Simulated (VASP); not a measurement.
# AlN (F-43m) in VASP: further runs

Runs on AlN. Level: PBE. Tasks: single point.

Everything below comes from runs of VASP 6.6.1. Logs are shortened: lines on timing, memory, paths and dates and some standing lists are left out, and cuts for length are marked.

## 1. The cell of the first run

Symmetry: F-43m, No. 216, cubic system. Conventional cell: a = 4.368 Å, b = 4.368 Å, c = 4.368 Å, α = 90.00°, β = 90.00°, γ = 90.00°. Within 2.5 Å of Al (site symmetry -43m) lie 4 N at 1.89 Å. N (site symmetry -43m) has 4 Al at 1.89 Å within 2.5 Å.

## 2. Single point, PBE

The input, INCAR:

```
  ALGO = Normal
  EDIFF = 1E-6
  ENCUT = 600
  GGA = PE
  GGA_COMPAT = F
  ISIF = 2
  ISMEAR = 0
  LASPH = T
  LCHARG = F
  LREAL = F
  LWAVE = F
  NBANDS = 11
  NELM = 120
  PREC = Accurate
  SIGMA = 0.01
```

The input, KPOINTS:

```
k-points
0
Gamma
  4 4 4
```

The input, POSCAR:

```
AlN
1.0
    0.0000000000      2.1839935000      2.1839935000
    2.1839935000      0.0000000000      2.1839935000
    2.1839935000      2.1839935000      0.0000000000
Al N
1 1
Direct
    0.0000000000      0.0000000000      0.0000000000
    0.2500000000      0.2500000000      0.2500000000
```

Potentials or basis: VASP PAW PBE potentials, release 64 (Al, N).

Run with:

```bash
$ cat potpaw_PBE.64/Al/POTCAR potpaw_PBE.64/N/POTCAR > POTCAR
$ mpirun -np 1 vasp_std > vasp.out
```

OUTCAR:

```text
EDIFF = 1E-6
   ENCUT = 600
   GGA = PE
   ISIF = 2
   ISMEAR = 0
   LASPH = T
   LREAL = F
   NELM = 120
   PREC = Accurate

 ion  position               nearest neighbor table
   1  0.000  0.000  0.000-   2 1.89   2 1.89   2 1.89   2 1.89
   2  0.250  0.250  0.250-   1 1.89   1 1.89   1 1.89   1 1.89

  LATTYP: Found a face centered cubic cell.
 ALAT       =     4.3679870000

  Lattice vectors:

 A1 = (   0.0000000000,   2.1839935000,   2.1839935000)
 A2 = (   2.1839935000,   0.0000000000,   2.1839935000)
 A3 = (   2.1839935000,   2.1839935000,   0.0000000000)

Analysis of symmetry for initial positions (statically):
=====================================================================
 Subroutine PRICEL returns:
 Original cell was already a primitive cell.

 Routine SETGRP: Setting up the symmetry group for a
 face centered cubic supercell.

 Subroutine GETGRP returns: Found 24 space group operations
 (whereof 24 operations were pure point group operations)
 out of a pool of 48 trial point group operations.

The static configuration has the point symmetry T_d .

Analysis of symmetry for dynamics (positions and initial velocities):
=====================================================================
 Subroutine PRICEL returns:
 Original cell was already a primitive cell.

 Routine SETGRP: Setting up the symmetry group for a
 face centered cubic supercell.

 Subroutine GETGRP returns: Found 24 space group operations
 (whereof 24 operations were pure point group operations)
 out of a pool of 48 trial point group operations.

The dynamic configuration has the point symmetry T_d .

 Subroutine INISYM returns: Found 24 space group operations
 (whereof 24 operations are pure point group operations),
 and found     1 'primitive' translations

----------------------------------------------------------------------------------------

                                     Primitive cell

  volume of cell :      20.8345

  direct lattice vectors                    reciprocal lattice vectors
     0.000000000  2.183993500  2.183993500    -0.228938410  0.228938410  0.228938410
     2.183993500  0.000000000  2.183993500     0.228938410 -0.228938410  0.228938410
     2.183993500  2.183993500  0.000000000     0.228938410  0.228938410 -0.228938410

  length of vectors
     3.088633228  3.088633228  3.088633228     0.396532958  0.396532958  0.396532958

  position of ions in fractional coordinates (direct lattice)
     0.000000000  0.000000000  0.000000000
     0.250000000  0.250000000  0.250000000

  ion indices of the primitive-cell ions
   primitive index   ion index
                 1           1
                 2           2

----------------------------------------------------------------------------------------

 KPOINTS: k-points

Automatic generation of k-mesh.
 Grid dimensions read from file:
 generate k-points for:    4    4    4

 Generating k-lattice:

  Cartesian coordinates                     Fractional coordinates (reciprocal lattice)
    -0.057234603  0.057234603  0.057234603     0.250000000  0.000000000  0.000000000
     0.057234603 -0.057234603  0.057234603     0.000000000  0.250000000  0.000000000
     0.057234603  0.057234603 -0.057234603     0.000000000  0.000000000  0.250000000

  Length of vectors
     0.099133240  0.099133240  0.099133240

  Shift w.r.t. Gamma in fractional coordinates (k-lattice)
     0.000000000  0.000000000  0.000000000

 Subroutine IBZKPT returns following result:
 ===========================================

 Found      8 irreducible k-points:

 Following reciprocal coordinates:
            Coordinates               Weight
  0.000000  0.000000  0.000000      1.000000
  0.250000  0.000000  0.000000      8.000000
  0.500000  0.000000  0.000000      4.000000
  0.250000  0.250000  0.000000      6.000000
  0.500000  0.250000  0.000000     24.000000
 -0.250000  0.250000  0.000000     12.000000
  0.500000  0.500000  0.000000      3.000000
 -0.250000  0.500000  0.250000      6.000000
   k-points           NKPTS =      8   k-points in BZ     NKDIM =      8   number of bands    NBANDS=     11
   number of dos      NEDOS =    301   number of ions     NIONS =      2
   total plane-waves  NPLWV =  21952
   dimension x,y,z NGX =    28 NGY =   28 NGZ =   28
   dimension x,y,z NGXF=    56 NGYF=   56 NGZF=   56
   ions per type =               1   1
   NGX,Y,Z   is equivalent  to a cutoff of  15.07, 15.07, 15.07 a.u.
   NGXF,Y,Z  is equivalent  to a cutoff of  30.14, 30.14, 30.14 a.u.
 SYSTEM =  unknown system
   PREC   = accura    normal or accurate (medium, high low for compatibility)
   ISTART =      0    job   : 0-new  1-cont  2-samecut
   ICHARG =      2    charge: 1-file 2-atom 10-const
   ISPIN  =      1    spin polarized calculation?
   LNONCOLLINEAR =      F non collinear calculations
   LSORBIT =      F    spin-orbit coupling
   LASPH  =      T    aspherical Exc in radial PAW
   ENCUT  =  600.0 eV  44.10 Ry    6.64 a.u.   6.17  6.17  6.17*2*pi/ulx,y,z
   NELM   =    120;   NELMIN=  2; NELMDL= -5     # of ELM steps
   EDIFF  = 0.1E-05   stopping-criterion for ELM
   LREAL  =      F    real-space projection
   EDIFFG = 0.1E-04   stopping-criterion for IOM
   NSW    =      0    number of steps for IOM
   IBRION =     -1    ionic relax: 0-MD 1-quasi-New 2-CG
   NFREE  =      0    steps in history (QN), initial steepest desc. (CG)
   ISIF   =      2    stress and relaxation
   ISYM   =      2    0-nonsym 1-usesym 2-fastsym
   POTIM  = 0.5000    time-step for ionic-motion
   TEBEG  =    0.0;   TEEND  =   0.0 temperature during run
   PSTRESS=    0.0 pullay stress
   NELECT =       8.0000    total number of electrons
   NUPDOWN=      -1.0000    fix difference up-down
   EMIN   =  10.00;   EMAX   =-10.00  energy-range for DOS
   EFERMI =   0.00;   METHOD = LEGACY
   ISMEAR =     0;   SIGMA  =   0.01  broadening in eV -4-tet -1-fermi 0-gaus
   EFERMI_NEDOS =   21; number of points for ismear=-14 and -15
   IALGO  =     38    algorithm
   IMIX   =      4    mixing-type and parameters
     AMIX     =   0.40;   BMIX     =  1.00
     AMIX_MAG =   1.60;   BMIX_MAG =  1.00
  volume/ion in A,a.u.               =      10.42        70.30
  Fermi-wavevector in a.u.,A,eV,Ry     =   1.189899  2.248583 19.263945  1.415860
  Thomas-Fermi vector in A             =   2.325996
   LORBIT       =      0    0 simple, 1 ext, 2 COOP (PROOUT), +10 PAW based schemes
   GGA     = PE    functional components
   LHFCALC =     F    Hartree Fock is set to
   AEXX    =    0.0000 exact exchange contribution
   IVDW    =     0    specifies the selected vdW correction
   LEPSILON=     F    determine dielectric tensor
   LRPA    =     F    only Hartree local field effects (RPA)
 non-spin polarized calculation
 Gauss-broadening in eV      SIGMA  =   0.01
  energy-cutoff  :      600.00
  volume of cell :       20.83
 maximum number of plane-waves:       725
 NGX is ok and might be reduce to    28
   NGX = 13   NGY = 13   NGZ = 13

 number of electron       7.9999999 magnetization

 Free energy of the ion-electron system (eV)
  ---------------------------------------------------
  ext. energy  EPLUGINS =         0.00000000
  ---------------------------------------------------
  free energy    TOTEN  =       -14.80486302 eV

  energy without entropy =      -14.80486302  energy(sigma->0) =      -14.80486302

 E-fermi :   6.0605     XC(G=0): -10.9265

 val. band max:        6.0006354845   @ k =   0.0000   0.0000   0.0000
 cond. band min:       9.2925223288   @ k =   0.5000   0.5000   0.0000
 fundamental gap:      3.2918868443
 Fermi energy:         6.0604991783

 k-point     1 :       0.0000    0.0000    0.0000
  band No.  band energies     occupation
      1      -8.9883      2.00000
      2       6.0006      2.00000
      3       6.0006      2.00000
      4       6.0006      2.00000
      5      10.1846      0.00000
      6      18.5343      0.00000
      7      18.5343      0.00000
      8      18.5343      0.00000
      9      23.6632      0.00000
     10      23.6632      0.00000
     11      25.0664      0.00000

 k-point     2 :       0.2500    0.0000    0.0000
  band No.  band energies     occupation
      1      -8.1359      2.00000
      2       2.7320      2.00000
      3       5.7444      2.00000
      4       5.7444      2.00000
      5      12.4460      0.00000
      6      16.9534      0.00000
      7      18.3013      0.00000
      8      18.3013      0.00000
      9      22.2514      0.00000
     10      22.2514      0.00000
     11      23.2163      0.00000

 k-point     3 :       0.5000    0.0000    0.0000
  band No.  band energies     occupation
      1      -6.9342      2.00000
      2       0.1308      2.00000
      3       5.5196      2.00000
      4       5.5196      2.00000
      5      13.3611      0.00000
      6      15.8564      0.00000
      7      17.1200      0.00000
      8      17.1200      0.00000
      9      23.9687      0.00000
     10      26.0785      0.00000
     11      26.0785      0.00000

 k-point     4 :       0.2500    0.2500    0.0000
  band No.  band energies     occupation
      1      -7.8586      2.00000
      2       3.1072      2.00000
      3       5.0195      2.00000
      4       5.0195      2.00000
      5      11.9503      0.00000
      6      16.2320      0.00000
      7      17.4920      0.00000
      8      20.0039      0.00000
      9      20.0039      0.00000
     10      25.5444      0.00000
     11      28.7345      0.00000

 k-point     5 :       0.5000    0.2500    0.0000
  band No.  band energies     occupation
      1      -6.6654      2.00000
      2       1.2151      2.00000
      3       3.6642      2.00000
      4       4.8041      2.00000
      5      11.8680      0.00000
      6      15.9661      0.00000
      7      18.1179      0.00000
      8      19.4054      0.00000
      9      21.6569      0.00000
     10      26.7439      0.00000
     11      28.8298      0.00000

 k-point     6 :      -0.2500    0.2500    0.0000
  band No.  band energies     occupation
      1      -7.0678      2.00000
      2       1.6264      2.00000
      3       3.5167      2.00000
      4       5.4764      2.00000
      5      13.8010      0.00000
      6      15.2305      0.00000
      7      17.6463      0.00000
      8      18.4835      0.00000
      9      22.0189      0.00000
     10      24.7006      0.00000
     11      28.0558      0.00000

 k-point     7 :       0.5000    0.5000    0.0000
  band No.  band energies     occupation
      1      -6.2971      2.00000
      2       1.0854      2.00000
      3       4.2213      2.00000
      4       4.2213      2.00000
      5       9.2925      0.00000
      6      14.5901      0.00000
      7      19.9548      0.00000
      8      21.7187      0.00000
      9      21.7187      0.00000
     10      29.5223      0.00000
     11      29.9715      0.00000

 k-point     8 :      -0.2500    0.5000    0.2500
  band No.  band energies     occupation
      1      -6.2407      2.00000
      2       2.2086      2.00000
      3       2.5554      2.00000
      4       3.2951      2.00000
      5      12.0307      0.00000
      6      17.4125      0.00000
      7      17.9565      0.00000
      8      18.1634      0.00000
      9      23.2245      0.00000
     10      24.8876      0.00000
     11      31.0085      0.00000

------------------------ aborting loop because EDIFF is reached ----------------------------------------

  FORCE on cell =-STRESS in cart. coord.  units (eV):
  Direction    XX          YY          ZZ          XY          YZ          ZX
  --------------------------------------------------------------------------------------
  -------------------------------------------------------------------------------------
  Total        0.5853423      0.5853423      0.5853423      0.0000000     -0.0000000     -0.0000000
  in kB       45.0128458     45.0128458     45.0128458      0.0000000     -0.0000000     -0.0000000
  external PRESSURE =      45.0128458 kB  Pullay stress =       0.0000000 kB

 VOLUME and BASIS-vectors are now :
 -----------------------------------------------------------------------------
  energy-cutoff  :      600.00
  volume of cell :       20.83
      direct lattice vectors                 reciprocal lattice vectors
     0.000000000  2.183993500  2.183993500    -0.228938410  0.228938410  0.228938410
     2.183993500  0.000000000  2.183993500     0.228938410 -0.228938410  0.228938410
     2.183993500  2.183993500  0.000000000     0.228938410  0.228938410 -0.228938410

 POSITION                                       TOTAL-FORCE (eV/Angst)
 -----------------------------------------------------------------------------------
      0.00000      0.00000      0.00000         0.000000      0.000000      0.000000
      1.09200      1.09200      1.09200        -0.000000     -0.000000     -0.000000
 -----------------------------------------------------------------------------------
    total drift:                                0.000000      0.000000      0.000000

  FREE ENERGIE OF THE ION-ELECTRON SYSTEM (eV)
  ---------------------------------------------------
  free  energy   TOTEN  =       -14.8048630175 eV

  energy  without entropy=      -14.8048630175  energy(sigma->0) =      -14.80486302
```

Wall time 7.9 s (1 thread of Intel Xeon 8259CL, shared host); peak memory 0.15 GiB.

What came out:

```yaml
Free_energy: -14.8049 eV
Pressure: 4.5 GPa
Band_gap_on_the_k_mesh: 3.29 eV (least direct gap 4.18 eV)
```

Levels at points of the mesh, in eV from the valence-band top:
| k point | band 1 | band 2 | band 3 | band 4 | band 5 | band 6 | band 7 | band 8 |
| --- | --- | --- | --- | --- | --- | --- | --- | --- |
| (0.00, 0.00, 0.00) | -14.99 | 0.00 | 0.00 | 0.00 | 4.18 | 12.53 | 12.53 | 12.53 |
| (0.50, 0.00, 0.00) | -12.93 | -5.87 | -0.48 | -0.48 | 7.36 | 9.86 | 11.12 | 11.12 |
| (0.50, 0.50, 0.00) | -12.30 | -4.92 | -1.78 | -1.78 | 3.29 | 8.59 | 13.95 | 15.72 |

Caveat: the k points lie up to 0.62 Å⁻¹ apart. A k mesh can miss the band edges.

(Part 1 of 3 ends here.)
